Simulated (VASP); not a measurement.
Here is a VASP 6.6.1 calculation.

Contents of INCAR:

```
PREC = Accurate
ENCUT = 520
EDIFF = 1E-6
ISMEAR = 0
SIGMA = 0.1
LREAL = F
LASPH = T
NELM = 60
ALGO = Fast
ISIF = 2
LWAVE = F
LCHARG = F
GGA = PE
NBANDS = 58
```

The input KPOINTS:

```
regular mesh
0
Gamma
  4 4 4
```

Contents of POSCAR:

```
Sn
1.0
    6.1081263381      0.0000000000      0.0000000000
    0.0000000000      6.1081263381      0.0000000000
    0.0000000000      0.0000000000      6.1081263381
Sn
7
Direct
    0.5000000000      0.5000000000      0.0000000000
    0.0000000000      0.5000000000      0.5000000000
    0.5000000000      0.0000000000      0.5000000000
    0.5000000000      0.5000000000      0.5000000000
    0.5000000000      0.0000000000      0.0000000000
    0.0000000000      0.5000000000      0.0000000000
    0.0000000000      0.0000000000      0.5000000000
```

Potentials or basis: VASP PAW PBE potentials, release 64 (Sn_d).

Launch:

```bash
$ cat potpaw_PBE.64/Sn_d/POTCAR > POTCAR
$ mpirun -np 1 vasp_std > vasp.out
```

(1) What does it give for the band gap on the k mesh?

(2) Estimate the pressure.

Answers

(1) zero (bands 49 and 50 overlap by 2.38 eV).

(2) 0.0 GPa.

Caveat: spin-orbit coupling is left out, which moves the levels of the heavy elements.
